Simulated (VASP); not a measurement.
# BN (rocksalt type) (Fm-3m) in VASP: notebook, part 2 of 2

VASP 6.6.1. Earlier steps stand in the parts before.

## Step 3: Single point, LDA (volume scaled by 0.64)

INCAR

```
PREC = Accurate ; ENCUT = 520
EDIFF = 1E-6 ; ISMEAR = -1
SIGMA = 0.05 ; LREAL = F
LASPH = T ; NELM = 100
ALGO = Normal ; ISIF = 2
LWAVE = F ; LCHARG = F
NBANDS = 11
```

KPOINTS

```
regular mesh
0
Gamma
  15 15 15
```

POSCAR

```
BN
1.0
    0.0000000000      1.4906141717      1.4906141717
    1.4906141717      0.0000000000      1.4906141717
    1.4906141717      1.4906141717      0.0000000000
B N
1 1
Direct
    0.0000000000      0.0000000000      0.0000000000
    0.5000000000      0.5000000000      0.5000000000
```

Potentials or basis: VASP PAW LDA potentials, release 64 (B, N).

On the command line:

```
cat potpaw_LDA.64/B/POTCAR potpaw_LDA.64/N/POTCAR > POTCAR
mpirun -np 1 vasp_std > vasp.out
```

It took 8 s on 1 thread of Intel Xeon 8259CL, shared host; peak memory 0.11 GiB.

It converged, with:

```
Free energy            : -12.4529 eV
Pressure               : 428.3 GPa
Band gap on the k mesh : 5.54 eV, indirect (least direct gap 7.51 eV)
```

Levels at points of the mesh, in eV from the valence-band top:
| k point | band 1 | band 2 | band 3 | band 4 | band 5 | band 6 | band 7 | band 8 |
| --- | --- | --- | --- | --- | --- | --- | --- | --- |
| (0.00, 0.00, 0.00) | -30.06 | -1.25 | -1.25 | -1.25 | 17.38 | 17.38 | 17.38 | 21.45 |

## Step 4: Single point, LDA (volume scaled by 0.72)

INCAR

```
ALGO = Normal ; EDIFF = 1E-6
ENCUT = 520 ; ISIF = 2
ISMEAR = -1 ; LASPH = True
LCHARG = False ; LREAL = False
LWAVE = False ; NBANDS = 11
NELM = 100 ; PREC = Accurate
SIGMA = 0.05
```

KPOINTS

```
k-points
0
Gamma
  15 15 15
```

POSCAR

```
BN
1.0
    0.0000000000      1.5503012125      1.5503012125
    1.5503012125      0.0000000000      1.5503012125
    1.5503012125      1.5503012125      0.0000000000
B N
1 1
Direct
    0.0000000000      0.0000000000      0.0000000000
    0.5000000000      0.5000000000      0.5000000000
```

Potentials or basis: VASP PAW LDA potentials, release 64 (B, N).

On the command line:

```
cat potpaw_LDA.64/B/POTCAR potpaw_LDA.64/N/POTCAR > POTCAR
mpirun -np 1 vasp_std > vasp.out
```

OUTCAR:

```text
EDIFF = 1E-6
   ENCUT = 520
   ISIF = 2
   ISMEAR = -1
   LASPH = True
   LREAL = False
   NELM = 100
   PREC = Accurate

 ion  position               nearest neighbor table
   1  0.000  0.000  0.000-   2 1.55   2 1.55   2 1.55   2 1.55   2 1.55   2 1.55
   2  0.500  0.500  0.500-   1 1.55   1 1.55   1 1.55   1 1.55   1 1.55   1 1.55

  LATTYP: Found a face centered cubic cell.
 ALAT       =     3.1006024250

  Lattice vectors:

 A1 = (   0.0000000000,   1.5503012125,   1.5503012125)
 A2 = (   1.5503012125,   0.0000000000,   1.5503012125)
 A3 = (   1.5503012125,   1.5503012125,   0.0000000000)

Analysis of symmetry for initial positions (statically):
=====================================================================
 Subroutine PRICEL returns:
 Original cell was already a primitive cell.

 Routine SETGRP: Setting up the symmetry group for a
 face centered cubic supercell.

 Subroutine GETGRP returns: Found 48 space group operations
 (whereof 48 operations were pure point group operations)
 out of a pool of 48 trial point group operations.

The static configuration has the point symmetry O_h .

Analysis of symmetry for dynamics (positions and initial velocities):
=====================================================================
 Subroutine PRICEL returns:
 Original cell was already a primitive cell.
[... 164 lines left out ...]
      1     -11.5408      2.00000
      2      15.2119      2.00000
      3      15.2119      2.00000
      4      15.2119      2.00000
      5      32.2505      0.00000
      6      32.2505      0.00000
      7      32.2505      0.00000
      8      35.0054      0.00000
      9      37.0720      0.00000
     10      37.0720      0.00000
     11      37.0720      0.00000
[... 309 lines left out ...]
 k-point    24 :       0.2000    0.1333    0.0000
  band No.  band energies     occupation
      1     -10.1403      2.00000
      2      12.0576      2.00000
      3      13.0249      2.00000
      4      14.9266      2.00000
      5      24.8823      0.00000
      6      31.0961      0.00000
      7      31.9503      0.00000
      8      32.8685      0.00000
      9      36.0382      0.00000
     10      43.1154      0.00000
     11      43.4628      0.00000

 [... further k-points ...]
[... 5 lines left out ...]
  --------------------------------------------------------------------------------------
  -------------------------------------------------------------------------------------
  Total       11.8749183     11.8749183     11.8749183     -0.0000000      0.0000000     -0.0000000
  in kB     2553.0713691   2553.0713691   2553.0713691     -0.0000000      0.0000000     -0.0000000
  external PRESSURE =    2553.0713691 kB  Pullay stress =       0.0000000 kB

 VOLUME and BASIS-vectors are now :
 -----------------------------------------------------------------------------
  energy-cutoff  :      520.00
  volume of cell :        7.45
      direct lattice vectors                 reciprocal lattice vectors
     0.000000000  1.550301212  1.550301212    -0.322517970  0.322517970  0.322517970
     1.550301212  0.000000000  1.550301212     0.322517970 -0.322517970  0.322517970
     1.550301212  1.550301212  0.000000000     0.322517970  0.322517970 -0.322517970

 POSITION                                       TOTAL-FORCE (eV/Angst)
 -----------------------------------------------------------------------------------
      0.00000      0.00000      0.00000        -0.000000     -0.000000      0.000000
      1.55030      1.55030      1.55030         0.000000      0.000000      0.000000
 -----------------------------------------------------------------------------------
    total drift:                                0.000000      0.000000      0.000000

  FREE ENERGIE OF THE ION-ELECTRON SYSTEM (eV)
  ---------------------------------------------------
  free  energy   TOTEN  =       -14.1892989175 eV

  energy  without entropy=      -14.1892989175  energy(sigma->0) =      -14.18929892
```

OSZICAR:

```text
N       E                     dE             d eps       ncg     rms          rms(c)
DAV:   1     0.121127105098E+02    0.12113E+02   -0.53641E+03  2823   0.760E+02
DAV:   2    -0.151091873364E+02   -0.27222E+02   -0.26208E+02  3016   0.160E+02
DAV:   3    -0.154102123819E+02   -0.30103E+00   -0.30058E+00  3085   0.137E+01
DAV:   4    -0.154103571603E+02   -0.14478E-03   -0.14478E-03  2871   0.362E-01
DAV:   5    -0.154103572104E+02   -0.50082E-07   -0.49978E-07  3018   0.673E-03    0.781E+00
DAV:   6    -0.142739134568E+02    0.11364E+01   -0.35565E+00  2703   0.115E+01    0.354E+00
DAV:   7    -0.142025784753E+02    0.71335E-01   -0.18278E-01  2958   0.311E+00    0.207E+00
DAV:   8    -0.141895286804E+02    0.13050E-01   -0.96848E-03  2748   0.896E-01    0.173E-01
DAV:   9    -0.141893136620E+02    0.21502E-03   -0.38602E-04  2826   0.148E-01    0.483E-02
DAV:  10    -0.141892992538E+02    0.14408E-04   -0.14783E-05  2901   0.330E-02    0.105E-02
DAV:  11    -0.141892989175E+02    0.33623E-06   -0.42985E-07  1554   0.627E-03
   1 F= -.14189299E+02 E0= -.14189299E+02  d E =-.133436E-10
```

stdout:

```text
POSCAR found type information on POSCAR B N
 POSCAR found :  2 types and       2 ions
 scaLAPACK will be used
 LDA part: xc-table for (Slater(with rela. corr.)+CA(PZ))
 , standard interpolation
 POSCAR, INCAR and KPOINTS ok, starting setup
 FFT: planning ... GRIDC
 FFT: planning ... GRID_SOFT
 FFT: planning ... GRID
 WAVECAR not read
 entering main loop
```

Wall time 7.8 s (1 thread of Intel Xeon 8259CL, shared host); peak memory 0.11 GiB.

Results:

| Quantity | Value |
| --- | --- |
| Free energy | -14.1893 eV |
| Pressure | 255.3 GPa |
| Band gap on the k mesh | 4.56 eV, indirect (least direct gap 7.08 eV) |

## Step 5: Single point, LDA (volume scaled by 0.8)

INCAR

```
SYSTEM = BN
PREC = Accurate
ENCUT = 520
EDIFF = 1E-6
ISMEAR = -1
SIGMA = 0.05
LREAL = .FALSE.
LASPH = .TRUE.
NELM = 60
ALGO = Normal
ISIF = 2
LWAVE = .FALSE.
LCHARG = .FALSE.
NBANDS = 11
```

KPOINTS

```
Automatic mesh
0
G
  15 15 15
  0 0 0
```

POSCAR

```
BN
1.0
    0.0000000000      1.6057154405      1.6057154405
    1.6057154405      0.0000000000      1.6057154405
    1.6057154405      1.6057154405      0.0000000000
B N
1 1
Direct
    0.0000000000      0.0000000000      0.0000000000
    0.5000000000      0.5000000000      0.5000000000
```

On the command line:

```
cat potpaw_LDA.64/B/POTCAR potpaw_LDA.64/N/POTCAR > POTCAR
mpirun -np 1 vasp_std > vasp.out
```

It took 16 s on 1 thread of Intel Xeon 8259CL, shared host; peak memory 0.12 GiB.

It converged, with:

* Free energy: -15.2016 eV
* Pressure: 143.4 GPa
* Band gap on the k mesh: 3.54 eV, indirect (least direct gap 6.70 eV)

Levels at points of the mesh, in eV from the valence-band top:
```csv
k point,band 1,band 2,band 3,band 4,band 5,band 6,band 7,band 8
"(0.00, 0.00, 0.00)",-26.13,-1.08,-1.08,-1.08,14.61,14.61,14.61,15.56
```

## Step 6: The runs side by side

| cell | gap on the mesh (eV) | pressure (GPa) |
| --- | --- | --- |
| a = 2.108 Å, angles 60.0°, 2 atoms | 5.54 | 428.3 |
| a = 2.192 Å, angles 60.0°, 2 atoms | 4.56 | 255.3 |
| a = 2.271 Å, angles 60.0°, 2 atoms | 3.54 | 143.4 |

Alike in all rows: task single point; level LDA; potentials or basis VASP PAW LDA potentials, release 64 (B, N); no spin polarisation; k mesh 15 × 15 × 15; cutoff (eV) 520; smearing fermi-dirac 0.05 eV.

Absolute energies hang on the potentials; compare differences alone.
